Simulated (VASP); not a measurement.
Runs of VASP 6.6.1 on Re. The structure is that of space group Im-3m (No. 229), or close to it. The cells are those of the table. This isn't the form of Re at room conditions, which is hcp.

```tsv
task	cell	gap on the mesh (eV)	pressure (GPa)
single point	a = 2.662 Å, angles 109.5°, 1 atom	none	(a)
single point	a = 2.697 Å, angles 109.5°, 1 atom	none	-0.3
relaxation of cell and atoms	relaxed from a = 2.676 Å, angles 109.5°, 1 atom	none	0.0
relaxation of cell and atoms	relaxed to 45 GPa from a = 2.676 Å, angles 109.5°, 1 atom	none	45.1
single point	a = 2.607 Å, angles 109.5°, 1 atom	none	45.4
single point	a = 2.633 Å, angles 109.5°, 1 atom	none	30.1
relaxation of cell and atoms	relaxed to 15 GPa from a = 2.676 Å, angles 109.5°, 1 atom	none	14.8
```

Alike in all rows: level PBE; potentials or basis VASP PAW PBE potentials, release 64 (Re); no spin polarisation; k mesh 9 × 9 × 9; cutoff (eV) 600; smearing fermi-dirac 0.1 eV.

**Question.** Fill in the values left out.

**Answer.** (a) 14.9.

Caveats: spin-orbit coupling is left out, which moves the levels of the heavy elements; the cell stands under pressure (at least some runs); the cell is relaxed towards a set pressure, so the run minimises the enthalpy, not the energy (at least some runs).

A k mesh can miss the band edges, and the runs leave out spin-orbit coupling on Re.

A gap of «none» marks levels without a gap at the run's occupations.
